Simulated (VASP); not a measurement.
# Co (P6_3/mmc) in VASP: notebook

Co is run at these levels: PBE; tasks: single point.

Program: VASP 6.6.1. These are calculated values, not measurements. Logs are shortened: lines on timing, memory, paths and dates and some standing lists are left out, and cuts for length are marked.

### 1 The cell of the first run

It takes space group P6_3/mmc (No. 194, hexagonal). The conventional cell has a = 2.505 Å, b = 2.505 Å, c = 4.089 Å, α = 90.00°, β = 90.00°, γ = 120.00°. Within 3.3 Å of Co (site symmetry -6m2) lie 12 Co at 2.50 to 2.51 Å.

### 2 Single point, PBE, collinear spin, ferromagnetic start

INCAR

```
SYSTEM = Co
PREC = Accurate
ENCUT = 520
EDIFF = 1E-6
ISMEAR = -1
SIGMA = 0.05
LREAL = .FALSE.
LASPH = .TRUE.
NELM = 150
ALGO = Normal
ISIF = 2
LWAVE = .FALSE.
LCHARG = .FALSE.
ISPIN = 2
MAGMOM = 3 3
LORBIT = 11
LMAXMIX = 4
GGA = PE
NBANDS = 20
```

KPOINTS

```
Automatic mesh
0
G
  14 14 7
  0 0 0
```

POSCAR

```
Co
1.0
    2.5053999800      0.0000000000      0.0000000000
   -1.2526999900      2.1697400300      0.0000000000
    0.0000000000      0.0000000000      4.0893000000
Co
2
Direct
    0.3333333300      0.6666666700      0.2500000000
    0.6666666700      0.3333333300      0.7500000000
```

Potentials or basis: VASP PAW PBE potentials, release 64 (Co).

On the command line:

```sh
cat potpaw_PBE.64/Co/POTCAR > POTCAR
mpirun -np 1 vasp_std > vasp.out
```

OUTCAR:

```text
SYSTEM = Co
   PREC = Accurate
   ENCUT = 520
   EDIFF = 1E-6
   ISMEAR = -1
   LREAL = .FALSE.
   LASPH = .TRUE.
   NELM = 150
   ISIF = 2
   ISPIN = 2
   LORBIT = 11
   GGA = PE

 ion  position               nearest neighbor table
   1  0.333  0.667  0.250-   2 2.50   2 2.50   2 2.50   2 2.50   2 2.50   2 2.50
   2  0.667  0.333  0.750-   1 2.50   1 2.50   1 2.50   1 2.50   1 2.50   1 2.50

  LATTYP: Found a hexagonal cell.
 ALAT       =     2.5053999800
 C/A-ratio  =     1.6321944730

  Lattice vectors:

 A1 = (   2.5053999800,   0.0000000000,   0.0000000000)
 A2 = (  -1.2526999900,   2.1697400300,   0.0000000000)
 A3 = (   0.0000000000,   0.0000000000,   4.0893000000)

Analysis of symmetry for initial positions (statically):
=====================================================================
 Subroutine PRICEL returns:
 Original cell was already a primitive cell.

 Routine SETGRP: Setting up the symmetry group for a
 hexagonal supercell.

 Subroutine GETGRP returns: Found 24 space group operations
 (whereof 12 operations were pure point group operations)
 out of a pool of 24 trial point group operations.

The static configuration has the point symmetry D_3d.
 The point group associated with its full space group is D_6h.

Analysis of symmetry for dynamics (positions and initial velocities):
=====================================================================
 Subroutine PRICEL returns:
 Original cell was already a primitive cell.

 Routine SETGRP: Setting up the symmetry group for a
 hexagonal supercell.

 Subroutine GETGRP returns: Found 24 space group operations
 (whereof 12 operations were pure point group operations)
 out of a pool of 24 trial point group operations.

The dynamic configuration has the point symmetry D_3d.
 The point group associated with its full space group is D_6h.

Analysis of structural, dynamic, and magnetic symmetry:
=====================================================================
 Subroutine PRICEL returns:
 Original cell was already a primitive cell.

 Routine SETGRP: Setting up the symmetry group for a
 hexagonal supercell.

 Subroutine GETGRP returns: Found 24 space group operations
 (whereof 12 operations were pure point group operations)
 out of a pool of 24 trial point group operations.

The overall configuration has the point symmetry D_3d.
 The point group associated with its full space group is D_6h.

 Subroutine INISYM returns: Found 24 space group operations
 (whereof 12 operations are pure point group operations),
 and found     1 'primitive' translations

----------------------------------------------------------------------------------------

                                     Primitive cell

  volume of cell :      22.2297

  direct lattice vectors                    reciprocal lattice vectors
     2.505399980  0.000000000  0.000000000     0.399137865  0.230442354  0.000000000
    -1.252699990  2.169740030  0.000000000     0.000000000  0.460884708  0.000000000
     0.000000000  0.000000000  4.089300000     0.000000000  0.000000000  0.244540630

  length of vectors
     2.505399980  2.505399981  4.089300000     0.460884708  0.460884708  0.244540630

  position of ions in fractional coordinates (direct lattice)
     0.333333330  0.666666670  0.250000000
     0.666666670  0.333333330  0.750000000

  ion indices of the primitive-cell ions
   primitive index   ion index
                 1           1
                 2           2

----------------------------------------------------------------------------------------

 KPOINTS: Automatic mesh

Automatic generation of k-mesh.
 Grid dimensions read from file:
 generate k-points for:   14   14    7

 Generating k-lattice:

  Cartesian coordinates                     Fractional coordinates (reciprocal lattice)
     0.028509848  0.016460168  0.000000000     0.071428571  0.000000000  0.000000000
     0.000000000  0.032920336  0.000000000     0.000000000  0.071428571  0.000000000
     0.000000000  0.000000000  0.034934376     0.000000000  0.000000000  0.142857143

  Length of vectors
     0.032920336  0.032920336  0.034934376

  Shift w.r.t. Gamma in fractional coordinates (k-lattice)
     0.000000000  0.000000000  0.000000000

 Subroutine IBZKPT returns following result:
 ===========================================

 Found     96 irreducible k-points:

 Following reciprocal coordinates:
            Coordinates               Weight
  0.000000  0.000000  0.000000      1.000000
  0.071429  0.000000  0.000000      6.000000
  0.142857  0.000000  0.000000      6.000000
  0.214286 -0.000000  0.000000      6.000000
  0.285714  0.000000  0.000000      6.000000
  0.357143  0.000000  0.000000      6.000000
[... 16 lines left out ...]
  0.285714  0.285714  0.000000      6.000000
  0.357143  0.285714  0.000000      6.000000
 [... further k-points ...]
   k-points           NKPTS =     96   k-points in BZ     NKDIM =     96   number of bands    NBANDS=     20
   number of dos      NEDOS =    301   number of ions     NIONS =      2
   total plane-waves  NPLWV =  12000
   dimension x,y,z NGX =    20 NGY =   20 NGZ =   30
   dimension x,y,z NGXF=    40 NGYF=   40 NGZF=   60
   ions per type =               2
   NGX,Y,Z   is equivalent  to a cutoff of  13.27, 13.27, 12.20 a.u.
   NGXF,Y,Z  is equivalent  to a cutoff of  26.54, 26.54, 24.39 a.u.
 SYSTEM =  Co
   PREC   = accura    normal or accurate (medium, high low for compatibility)
   ISTART =      0    job   : 0-new  1-cont  2-samecut
   ICHARG =      2    charge: 1-file 2-atom 10-const
   ISPIN  =      2    spin polarized calculation?
   LNONCOLLINEAR =      F non collinear calculations
   LSORBIT =      F    spin-orbit coupling
   LASPH  =      T    aspherical Exc in radial PAW
   ENCUT  =  520.0 eV  38.22 Ry    6.18 a.u.   4.66  4.66  7.60*2*pi/ulx,y,z
   NELM   =    150;   NELMIN=  2; NELMDL= -5     # of ELM steps
   EDIFF  = 0.1E-05   stopping-criterion for ELM
   LREAL  =      F    real-space projection
   EDIFFG = 0.1E-04   stopping-criterion for IOM
   NSW    =      0    number of steps for IOM
   IBRION =     -1    ionic relax: 0-MD 1-quasi-New 2-CG
   NFREE  =      0    steps in history (QN), initial steepest desc. (CG)
   ISIF   =      2    stress and relaxation
   ISYM   =      2    0-nonsym 1-usesym 2-fastsym
   POTIM  = 0.5000    time-step for ionic-motion
   TEBEG  =    0.0;   TEEND  =   0.0 temperature during run
   PSTRESS=    0.0 pullay stress
   NELECT =      18.0000    total number of electrons
   NUPDOWN=      -1.0000    fix difference up-down
   EMIN   =  10.00;   EMAX   =-10.00  energy-range for DOS
   EFERMI =   0.00;   METHOD = LEGACY
   ISMEAR =    -1;   SIGMA  =   0.05  broadening in eV -4-tet -1-fermi 0-gaus
   EFERMI_NEDOS =   21; number of points for ismear=-14 and -15
   IALGO  =     38    algorithm
   IMIX   =      4    mixing-type and parameters
     AMIX     =   0.40;   BMIX     =  1.00
     AMIX_MAG =   1.60;   BMIX_MAG =  1.00
  volume/ion in A,a.u.               =      11.11        75.01
  Fermi-wavevector in a.u.,A,eV,Ry     =   1.525882  2.883500 31.678680  2.328317
  Thomas-Fermi vector in A             =   2.633992
   LORBIT       =     11    0 simple, 1 ext, 2 COOP (PROOUT), +10 PAW based schemes
   GGA     = PE    functional components
   LHFCALC =     F    Hartree Fock is set to
   AEXX    =    0.0000 exact exchange contribution
   IVDW    =     0    specifies the selected vdW correction
   LEPSILON=     F    determine dielectric tensor
   LRPA    =     F    only Hartree local field effects (RPA)
 spin polarized calculation
  energy-cutoff  :      520.00
  volume of cell :       22.23
 maximum number of plane-waves:       615
 NGX is ok and might be reduce to    20
   NGX =  9   NGY =  9   NGZ = 15

 number of electron      18.0000005 magnetization       3.2466555

 Free energy of the ion-electron system (eV)
  ---------------------------------------------------
  ext. energy  EPLUGINS =         0.00000000
  ---------------------------------------------------
  free energy    TOTEN  =       -14.06273504 eV

  energy without entropy =      -14.04409098  energy(sigma->0) =      -14.05341301

 E-fermi :   9.9171     XC(G=0): -13.2628

 val. band max:        9.9112331243   @ k =   0.2857   0.1429   0.1429
 cond. band min:       9.9197104139   @ k =   0.2143  -0.0000   0.1429
 fundamental gap:      0.0084772896
 Fermi energy:         9.9171066361

 spin component 1

 k-point     1 :       0.0000    0.0000    0.0000
  band No.  band energies     occupation
      1       1.1511      1.00000
      2       4.8919      1.00000
      3       7.2972      1.00000
      4       7.3639      1.00000
      5       7.3639      1.00000
      6       7.6526      1.00000
[... 12 lines left out ...]
     19      35.5719      0.00000
     20      35.5719      0.00000
[... 507 lines left out ...]
 k-point    24 :       0.3571    0.2857    0.0000
  band No.  band energies     occupation
      1       5.7232      1.00000
      2       6.0305      1.00000
      3       6.0743      1.00000
      4       6.4297      1.00000
      5       7.0574      1.00000
      6       7.1615      1.00000
[... 12 lines left out ...]
     19      26.3351      0.00000
     20      42.1602      0.00000

 [... further k-points ...]

 spin component 2

 k-point     1 :       0.0000    0.0000    0.0000
  band No.  band energies     occupation
      1       1.1428      1.00000
      2       5.8304      1.00000
      3       8.9263      1.00000
      4       9.0117      1.00000
      5       9.0117      1.00000
      6       9.3518      0.99999
[... 12 lines left out ...]
     19      35.8561      0.00000
     20      35.8561      0.00000
[... 507 lines left out ...]
 k-point    24 :       0.3571    0.2857    0.0000
  band No.  band energies     occupation
      1       7.0516      1.00000
      2       7.0553      1.00000
      3       7.2270      1.00000
      4       7.3941      1.00000
      5       8.5867      1.00000
      6       8.6705      1.00000
[... 12 lines left out ...]
     19      26.7198      0.00000
     20      42.3081      0.00000

 [... further k-points ...]
[... 5 lines left out ...]
  --------------------------------------------------------------------------------------
  -------------------------------------------------------------------------------------
  Total       -0.6107447     -0.6107447     -0.9747720      0.0000000      0.0000000      0.0000000
  in kB      -44.0186346    -44.0186346    -70.2554283      0.0000000      0.0000000      0.0000000
  external PRESSURE =     -52.7642325 kB  Pullay stress =       0.0000000 kB

 VOLUME and BASIS-vectors are now :
 -----------------------------------------------------------------------------
  energy-cutoff  :      520.00
  volume of cell :       22.23
      direct lattice vectors                 reciprocal lattice vectors
     2.505399980  0.000000000  0.000000000     0.399137865  0.230442354  0.000000000
    -1.252699990  2.169740030  0.000000000     0.000000000  0.460884708  0.000000000
     0.000000000  0.000000000  4.089300000     0.000000000  0.000000000  0.244540630

 POSITION                                       TOTAL-FORCE (eV/Angst)
 -----------------------------------------------------------------------------------
     -0.00000      1.44649      1.02232         0.000000     -0.000000      0.000000
      1.25270      0.72325      3.06697        -0.000000      0.000000      0.000000
 -----------------------------------------------------------------------------------
    total drift:                               -0.000000      0.000000     -0.000000

  FREE ENERGIE OF THE ION-ELECTRON SYSTEM (eV)
  ---------------------------------------------------
  free  energy   TOTEN  =       -14.0627350443 eV

  energy  without entropy=      -14.0440909767  energy(sigma->0) =      -14.05341301

 total charge

# of ion       s       p       d       tot
------------------------------------------
    1        0.479   0.501   7.247   8.227
    2        0.479   0.501   7.247   8.227
--------------------------------------------------
tot          0.957   1.001  14.494  16.453

 magnetization (x)

# of ion       s       p       d       tot
------------------------------------------
    1       -0.014  -0.053   1.715   1.648
    2       -0.014  -0.053   1.715   1.648
--------------------------------------------------
tot         -0.029  -0.105   3.429   3.295
```

Wall time 35 s (1 thread of Intel Xeon 6975P-C (Granite Rapids), shared host); peak memory 0.18 GiB.

What came out:

- Free energy: -14.0627 eV
- Pressure: -5.3 GPa
- Net moment: 3.25 μB per cell
- Site moments: Co +1.65 μB
- Valence electrons inside the program's atomic spheres: Co 8.23

Caveat: the cell stands under tension.

(Continued in part 2 of 2.)
